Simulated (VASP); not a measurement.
Here is a VASP 6.6.1 calculation.

File INCAR:

```
ALGO = Normal
EDIFF = 1E-6
EDIFFG = -0.04
ENCUT = 600
GGA = PE
IBRION = 2
ISIF = 3
ISMEAR = 0
ISPIN = 2
LASPH = T
LCHARG = F
LMAXMIX = 4
LORBIT = 11
LREAL = F
LWAVE = F
MAGMOM = 2 0 0 0 0 0
NELM = 150
NSW = 90
PREC = Accurate
SIGMA = 0.1
```

Contents of KPOINTS:

```
k-points
0
Gamma
  4 4 4
```

The input POSCAR:

```
NiSbO4
1.0
    0.0000000000      3.3032490900      3.3032490900
    3.3032490900      0.0000000000      3.3032490900
    3.3032490900      3.3032490900      0.0000000000
Ni Sb O
1 1 4
Direct
    0.2500000000      0.2500000000      0.2500000000
    0.0000000000      0.0000000000      0.0000000000
    0.1239199600      0.6253600100      0.6253600100
    0.6253600100      0.1239199600      0.6253600100
    0.6253600100      0.6253600100      0.1239199600
    0.6253600100      0.6253600100      0.6253600100
```

Potentials or basis: VASP PAW PBE potentials, release 64 (Ni, Sb, O).

The run is started by

```console
$ cat potpaw_PBE.64/Ni/POTCAR potpaw_PBE.64/Sb/POTCAR potpaw_PBE.64/O/POTCAR > POTCAR
$ mpirun -np 1 vasp_std > vasp.out
```

What does it give for the relaxed cell?

a = 4.486 Å, b = 4.486 Å, c = 4.486 Å, α = 60.00°, β = 60.00°, γ = 60.00°.

Estimate the net moment.

0.92 μB per cell.

Estimate the space group after relaxing (to 0.1 Å).

F-43m (No. 216).

Estimate the site moments.

Ni +0.65; Sb -0.02; O +0.08 μB.

Final structure:
```yaml
crystal:
  lattice:
    - [0.00000, 3.17222, 3.17222]
    - [3.17222, 0.00000, 3.17222]
    - [3.17222, 3.17222, 0.00000]
  atoms:
    - { symbol: Ni, position: [0.25000, 0.25000, 0.25000] }
    - { symbol: Sb, position: [0.00000, 0.00000, 0.00000] }
    - { symbol: O, position: [0.12112, 0.62629, 0.62629] }
    - { symbol: O, position: [0.62629, 0.12112, 0.62629] }
    - { symbol: O, position: [0.62629, 0.62629, 0.12112] }
    - { symbol: O, position: [0.62629, 0.62629, 0.62629] }
```

Caveat: the k points lie up to 0.43 Å⁻¹ apart in the final cell; a cell with one magnetic atom can't hold antiferromagnetic order, which such compounds often take.
